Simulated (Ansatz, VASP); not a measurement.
Na: VASP beside Ansatz

```
Na
1.0
     3.76700   -0.07534    0.00000
    -1.94875    3.29999    0.00000
     0.00000    0.00000    6.15400
Na
2
Direct
  0.33333 0.66667 0.25000
  0.66667 0.33333 0.75000
```

Change from the starting cell: xy shear strain of -4 %, crystal datasets.

Alike in both runs: task electric field gradients; functional PBE; k mesh 11 × 11 × 6; occupations fermi-dirac, width 0.05 eV; no spin polarisation.

|  | VASP | Ansatz |
| --- | --- | --- |
| version | VASP 6.6.1 | Ansatz 0.2.0 |
| potentials or method | VASP PAW PBE potentials, release 64 (Na_pv), cutoff 520 eV | all-electron PAW with datasets made for the crystal, scalar-relativistic |

|  | VASP | Ansatz | Ansatz less VASP |
| --- | --- | --- | --- |
| pressure (GPa) | -0.1 | -0.1 | +0.01 |
| traceless stress, the component that is largest in VASP (GPa) | 0.15 | 0.15 | -0.003 |
| rms of the force components (eV/Å) | 0.008 | 0.008 | -0.0001 |
| size of Vzz on the site where it differs most (V/Å²) | 0.6 | 0.6 | 0.00 |

Atom by atom the forces differ by 0.000 eV/Å (rms over components). Ansatz ran all-electron here, and VASP with PAW potentials.
